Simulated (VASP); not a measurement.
Input of a VASP 6.6.1 run:

INCAR

```
SYSTEM = Al
PREC = Accurate
ENCUT = 500
EDIFF = 1E-6
ISMEAR = -1
SIGMA = 0.05
LREAL = .FALSE.
LASPH = .TRUE.
NELM = 120
ALGO = Normal
ISIF = 2
LWAVE = .FALSE.
LCHARG = .FALSE.
GGA = PS
NBANDS = 8
GGA_COMPAT = .FALSE.
```

File KPOINTS:

```
Automatic mesh
0
G
  18 18 17
  0 0 0
```

Contents of POSCAR:

```
Al
1.0
    2.4276397202      0.0000000000      0.0000000000
   -1.2138198601      2.1023976689      0.0000000000
    0.0000000000      0.0000000000      2.3991259838
Al
1
Direct
    0.0000000000      0.0000000000      0.0000000000
```

Potentials or basis: VASP PAW PBE potentials, release 64 (Al).

Run with:

```bash
$ cat potpaw_PBE.64/Al/POTCAR > POTCAR
$ mpirun -np 1 vasp_std > vasp.out
```

Q: What does it give for the pressure?

A: 63.4 GPa.

Stress tensor (GPa, compression positive):
```
63.46  0.00  0.00
 0.00 63.46  0.00
 0.00  0.00 63.34
```

Caveat: the PAW data sets were made with another functional, which shifts forces and pressure a little.
